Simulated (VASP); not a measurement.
# CuO in VASP: notebook

Aim: see how the results for CuO move with the level of theory and the settings. Levels: BLYP, PBEsol. Tasks: relaxation of cell and atoms, single point.

Program: VASP 6.6.1. These are calculated values, not measurements. Logs are shortened: lines on timing, memory, paths and dates and some standing lists are left out, and cuts for length are marked.

### Step 1. The cell of the first run

The typed cell holds 4 atoms: a = 2.880 Å, b = 2.880 Å, c = 5.176 Å, α = 89.81°, β = 89.81°, γ = 89.22°.

### Step 2. Relaxation of cell and atoms, BLYP

The input, INCAR:

```
AGGAC = 1.0
AGGAX = 1.0
ALDAC = 0.0
ALDAX = 1.0
ALGO = Normal
EDIFF = 1E-7
EDIFFG = -0.01
ENCUT = 600
GGA = B5
IBRION = 2
ISIF = 3
ISMEAR = -1
LASPH = True
LCHARG = False
LREAL = False
LWAVE = False
NELM = 60
NSW = 60
PREC = Accurate
SIGMA = 0.05
```

The input, KPOINTS:

```
k-points
0
Gamma
  9 9 5
```

The input, POSCAR:

```
CuO
1.0
    2.8795009639      0.0000000000      0.0000000000
    0.0390727580      2.8792794796      0.0000000000
    0.0174953863      0.0172449008      5.1763391994
Cu O
2 2
Direct
    0.0000000000      0.5000000000      0.0000000000
    0.5000000000      0.0000000000      0.5000000000
    0.9984239700      0.0016717800      0.7498871000
    0.0015760300      0.9983282200      0.2501129000
```

Potentials or basis: VASP PAW PBE potentials, release 64 (Cu, O).

Launch:

```sh
$ cat potpaw_PBE.64/Cu/POTCAR potpaw_PBE.64/O/POTCAR > POTCAR
$ mpirun -np 1 vasp_std > vasp.out
```

OUTCAR:

```text
EDIFF = 1E-7
   EDIFFG = -0.01
   ENCUT = 600
   GGA = B5
   IBRION = 2
   ISIF = 3
   ISMEAR = -1
   LASPH = True
   LREAL = False
   NELM = 60
   NSW = 60
   PREC = Accurate

 ion  position               nearest neighbor table
   1  0.000  0.500  0.000-   3 1.94   4 1.94   3 1.94   4 1.94
   2  0.500  0.000  0.500-   3 1.94   4 1.94   4 1.94   3 1.94
   3  0.998  0.002  0.750-   2 1.94   2 1.94   1 1.94   1 1.94
   4  0.002  0.998  0.250-   2 1.94   2 1.94   1 1.94   1 1.94

  LATTYP: Found a base centered monoclinic cell.
 ALAT       =    11.1169163425
 B/A-ratio  =     0.3638182808
 C/A-ratio  =     0.4656324948
 COS(beta)  =    -0.9295148209

  Lattice vectors:

 A1 = (   2.8620055776,  -0.0172449008,  -5.1763391994)
 A2 = (   0.0215773717,   2.8620345788,  -5.1763391994)
 A3 = (   0.0174953863,   0.0172449008,   5.1763391994)

Analysis of symmetry for initial positions (statically):
=====================================================================
 Subroutine PRICEL returns:
 Original cell was already a primitive cell.

 Routine SETGRP: Setting up the symmetry group for a
 base centered monoclinic supercell.

 Subroutine GETGRP returns: Found  2 space group operations
 (whereof  2 operations were pure point group operations)
 out of a pool of  4 trial point group operations.

The static configuration has the point symmetry S_2 .

Analysis of symmetry for dynamics (positions and initial velocities):
=====================================================================
 Subroutine PRICEL returns:
 Original cell was already a primitive cell.

 Routine SETGRP: Setting up the symmetry group for a
 base centered monoclinic supercell.

 Subroutine GETGRP returns: Found  2 space group operations
 (whereof  2 operations were pure point group operations)
 out of a pool of  4 trial point group operations.

The dynamic configuration has the point symmetry S_2 .

 Subroutine INISYM returns: Found  2 space group operations
 (whereof  2 operations are pure point group operations),
 and found     1 'primitive' translations

----------------------------------------------------------------------------------------

                                     Primitive cell

  volume of cell :      42.9164

  direct lattice vectors                    reciprocal lattice vectors
     2.879500964  0.000000000  0.000000000     0.347282398 -0.004712735 -0.001158071
     0.039072758  2.879279480  0.000000000     0.000000000  0.347309112 -0.001157055
     0.017495386  0.017244901  5.176339199     0.000000000  0.000000000  0.193186722

  length of vectors
     2.879500964  2.879544582  5.176397491     0.347316304  0.347311040  0.193186722

[... 92 lines left out ...]
   POTIM  = 0.5000    time-step for ionic-motion
   TEBEG  =    0.0;   TEEND  =   0.0 temperature during run
   PSTRESS=    0.0 pullay stress
   NELECT =      34.0000    total number of electrons
   NUPDOWN=      -1.0000    fix difference up-down
   EMIN   =  10.00;   EMAX   =-10.00  energy-range for DOS
   EFERMI =   0.00;   METHOD = LEGACY
   ISMEAR =    -1;   SIGMA  =   0.05  broadening in eV -4-tet -1-fermi 0-gaus
   EFERMI_NEDOS =   21; number of points for ismear=-14 and -15
   IALGO  =     38    algorithm
   IMIX   =      4    mixing-type and parameters
     AMIX     =   0.40;   BMIX     =  1.00
     AMIX_MAG =   1.60;   BMIX_MAG =  1.00
  volume/ion in A,a.u.               =      10.73        72.40
  Fermi-wavevector in a.u.,A,eV,Ry     =   1.514816  2.862587 31.220846  2.294667
  Thomas-Fermi vector in A             =   2.624423
   LORBIT       =      0    0 simple, 1 ext, 2 COOP (PROOUT), +10 PAW based schemes
   GGA     = B5    functional components
   LHFCALC =     F    Hartree Fock is set to
   AEXX    =    0.0000 exact exchange contribution
   IVDW    =     0    specifies the selected vdW correction
   LEPSILON=     F    determine dielectric tensor
   LRPA    =     F    only Hartree local field effects (RPA)
 conjugate gradient relaxation of ions
 non-spin polarized calculation
  energy-cutoff  :      600.00
  volume of cell :       42.92
 maximum number of plane-waves:      1445
   NGX = 11   NGY = 11   NGZ = 21

--------------------------------------- Ionic step        1  -------------------------------------------

 number of electron      33.9999984 magnetization

 Free energy of the ion-electron system (eV)
  ---------------------------------------------------
  ext. energy  EPLUGINS =         0.00000000
  ---------------------------------------------------
  free energy    TOTEN  =       -18.16552790 eV

  energy without entropy =      -18.14598364  energy(sigma->0) =      -18.15575577

------------------------ aborting loop because EDIFF is reached ----------------------------------------

  FORCE on cell =-STRESS in cart. coord.  units (eV):
  Direction    XX          YY          ZZ          XY          YZ          ZX
  --------------------------------------------------------------------------------------
  -------------------------------------------------------------------------------------
  Total        3.4303994      3.4162025      3.4097855     -0.0091640      0.0061822      0.0020070
  in kB      128.0653050    127.5352998    127.2957392     -0.3421145      0.2307965      0.0749247
  external PRESSURE =     127.6321147 kB  Pullay stress =       0.0000000 kB
[... 101 lines left out ...]
--------------------------------------- Ionic step        4  -------------------------------------------

 number of electron      34.0000037 magnetization

 E-fermi :   4.5450     XC(G=0): -10.5481

 val. band max:        4.5229449197   @ k =  -0.1111   0.1111   0.4000
 cond. band min:       4.5521208885   @ k =  -0.4444   0.0000   0.2000
 fundamental gap:      0.0291759688
 Fermi energy:         4.5450047539

 k-point     1 :       0.0000    0.0000    0.0000
  band No.  band energies     occupation
      1     -14.6387      2.00000
      2     -13.4981      2.00000
      3      -2.9360      2.00000
      4      -0.4654      2.00000
      5      -0.4419      2.00000
      6       1.1069      2.00000
[... 642 lines left out ...]
--------------------------------------- Ionic step        6  -------------------------------------------

 number of electron      34.0000039 magnetization

 Free energy of the ion-electron system (eV)
  ---------------------------------------------------
  ext. energy  EPLUGINS =         0.00000000
  ---------------------------------------------------
  free energy    TOTEN  =       -18.31056157 eV

  energy without entropy =      -18.29078389  energy(sigma->0) =      -18.30067273

 E-fermi :   4.5119     XC(G=0): -10.5173

 val. band max:        4.4948140985   @ k =  -0.1111   0.1111   0.4000
 cond. band min:       4.5169004006   @ k =  -0.4444   0.0000   0.2000
 fundamental gap:      0.0220863021
 Fermi energy:         4.5118563943

 k-point     1 :       0.0000    0.0000    0.0000
  band No.  band energies     occupation
      1     -14.6862      2.00000
      2     -13.4934      2.00000
      3      -2.9573      2.00000
      4      -0.5446      2.00000
      5      -0.5219      2.00000
      6       1.0747      2.00000
[... 598 lines left out ...]
  FREE ENERGIE OF THE ION-ELECTRON SYSTEM (eV)
  ---------------------------------------------------
  free  energy   TOTEN  =       -18.3105615744 eV

  energy  without entropy=      -18.2907838916  energy(sigma->0) =      -18.30067273

 reached required accuracy - stopping structural energy minimisation
```

OSZICAR:

```text
N       E                     dE             d eps       ncg     rms          rms(c)
DAV:   1     0.330845632550E+03    0.33085E+03   -0.18510E+04  8630   0.283E+03
[... 70 lines left out ...]
DAV:   1    -0.183110565286E+02   -0.55012E-03   -0.23511E-02 10022   0.167E+00    0.176E-01
DAV:   2    -0.183107165647E+02    0.33996E-03   -0.12296E-03 11356   0.916E-01    0.954E-02
DAV:   3    -0.183106285064E+02    0.88058E-04   -0.34953E-04 12792   0.742E-01    0.680E-02
DAV:   4    -0.183105807992E+02    0.47707E-04   -0.22732E-04 12316   0.605E-01    0.491E-02
DAV:   5    -0.183105693988E+02    0.11400E-04   -0.22821E-04 12669   0.573E-01    0.309E-02
DAV:   6    -0.183105615040E+02    0.78947E-05   -0.45880E-05 13802   0.224E-01    0.379E-03
DAV:   7    -0.183105614778E+02    0.26213E-07   -0.23226E-06 11866   0.265E-02    0.196E-03
DAV:   8    -0.183105615744E+02   -0.96605E-07   -0.15102E-07  5272   0.111E-02
   6 F= -.18310562E+02 E0= -.18300673E+02  d E =-.162170E-01
```

CONTCAR:

```text
CuO
   1.00000000000000
     2.9988380646393740   -0.0028220434244624   -0.0007438558248032
     0.0378705112886329    2.9983202906607982   -0.0005579535832947
     0.0168690097374784    0.0169644207299909    5.2060248878681250
  Cu              O
     2     2
Direct
     0.0000000000000000    0.5000000000000000    0.0000000000000000
     0.5000000000000000    1.0000000000000000    0.5000000000000000
     0.9986647487056438    0.0013851467526049    0.7500203497403235
     0.0013352512943562    0.9986148532473951    0.2499796502596765

  0.00000000E+00  0.00000000E+00  0.00000000E+00
  0.00000000E+00  0.00000000E+00  0.00000000E+00
  0.00000000E+00  0.00000000E+00  0.00000000E+00
  0.00000000E+00  0.00000000E+00  0.00000000E+00
```

Run time: 11 min. Hardware: 1 thread of AMD EPYC 9R45 (Zen 5), shared host; peak memory 0.29 GiB.

Results:

* Free energy: -18.3106 eV
* Relaxed volume: 11.70 Å³/atom
* Relaxed cell: a = 2.999 Å, b = 2.999 Å, c = 5.206 Å, α = 89.82°, β = 89.83°, γ = 89.33°
* Space group after relaxing (to 0.05 Å): Cccm (No. 66)
* Energy gained by relaxing: 36.3 meV/atom
* Ionic steps: 6
* Pressure after relaxing: 0.0 GPa
* Largest force after relaxing: 0.007 eV/Å
* Band gap on the k mesh: zero (band 17 reaches 5.16 eV, above the bottom of band 18 at 4.28 eV)

Forces on the atoms (eV/Å):
```
Cu   0.000  0.000  0.000
Cu   0.000  0.000  0.000
O    0.005 -0.005 -0.002
O   -0.005  0.005  0.002
```

The path:
```
step  energy change (eV)  largest force (eV/Å)  pressure (GPa)  volume (Å³)
   1              0.0000                0.0118           12.76        42.92
   2             -0.0933                0.0121           -5.37        48.45
   3             -0.1288                0.0100           -0.02        46.40
   4             -0.1401                0.0084           -0.01        46.59
   5             -0.1450                0.0073            0.01        46.79
   6             -0.1450                0.0074            0.00        46.81
```

Final structure:
```cif
data_structure
_symmetry_space_group_name_H-M 'P 1'
_symmetry_Int_Tables_number 1
_cell_length_a 2.9988
_cell_length_b 2.9986
_cell_length_c 5.2061
_cell_angle_alpha 89.822
_cell_angle_beta 89.829
_cell_angle_gamma 89.330
_cell_volume 46.81
loop_
_atom_site_label
_atom_site_type_symbol
_atom_site_fract_x
_atom_site_fract_y
_atom_site_fract_z
_atom_site_occupancy
Cu1 Cu 0.00000 0.50000 0.00000 1
Cu2 Cu 0.50000 0.00000 0.50000 1
O1 O 0.99866 0.00139 0.75002 1
O2 O 0.00134 0.99861 0.24998 1
```

Caveat: the PAW data sets were made with another functional, which shifts forces and pressure a little; semilocal functionals often make such compounds metallic where correlation or magnetic order opens a gap, which also shifts bond lengths. With open d or f shells a metallic result of BLYP can be an artefact of self-interaction; +U or a hybrid may open a gap.

[end of part 1 of 2]
